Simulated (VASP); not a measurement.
Runs of VASP 6.6.1 on Al. The structure is that of space group I4/mmm (No. 139), or close to it. The cells are those of the table. 

| cell | gap on the mesh (eV) | pressure (GPa) |
| --- | --- | --- |
| a = 2.866, b = 2.866, c = 2.719 Å, angles 61.7, 61.7, 56.6°, 1 atom | none | (b) |
| a = 2.792, b = 2.792, c = 2.862 Å, angles 59.2, 59.2, 61.7°, 1 atom | none | 2.6 |
| a = 2.863, b = 2.863, c = 2.934 Å, angles 59.2, 59.2, 61.6°, 1 atom | none | -3.4 |
| a = 2.935, b = 2.935, c = 3.005 Å, angles 59.2, 59.2, 61.6°, 1 atom | none | -7.5 |
| a = 2.900, b = 2.900, c = 3.005 Å, angles 58.8, 58.8, 62.4°, 1 atom | none | (a) |

Alike in all rows: task single point; level PBEsol; potentials or basis VASP PAW PBE potentials, release 64 (Al); no spin polarisation; k mesh 20 × 20 × 20; cutoff (eV) 520; smearing gaussian 0.15 eV.

Fill in the values left out.

(a) -6.1; (b) 3.5.

Caveats: the PAW data sets were made with another functional, which shifts forces and pressure a little.

A gap of «none» marks levels without a gap at the run's occupations.
